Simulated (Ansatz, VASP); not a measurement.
**Zn in VASP and in Ansatz**

```
Zn
1.0
     0.00000    2.98742    2.98742
     2.98742    0.00000    2.98742
     2.98742    2.98742    0.00000
Zn
2
Direct
  0.12500 0.12500 0.12500
  0.87500 0.87500 0.87500
```

Alike in both runs: task single point; functional BLYP; k mesh 10 × 10 × 10; occupations fermi-dirac, width 0.1 eV; no spin polarisation.

```csv
,VASP,Ansatz
version,VASP 6.6.1,Ansatz 0.2.0
potentials or method,"VASP PAW PBE potentials, release 64 (Zn), cutoff 520 eV","plane waves (420 eV) with PAW, scalar-relativistic"
valence electrons in the cell,24,24
```

VASP gave:

- pressure (GPa): 0.9

Task: What did Ansatz give for the same quantities?

Result: Pressure (GPa): 0.7.

VASP's potentials were made for PBE, not for BLYP. With one functional, cell and mesh, what is left measures potentials, basis and numerics.
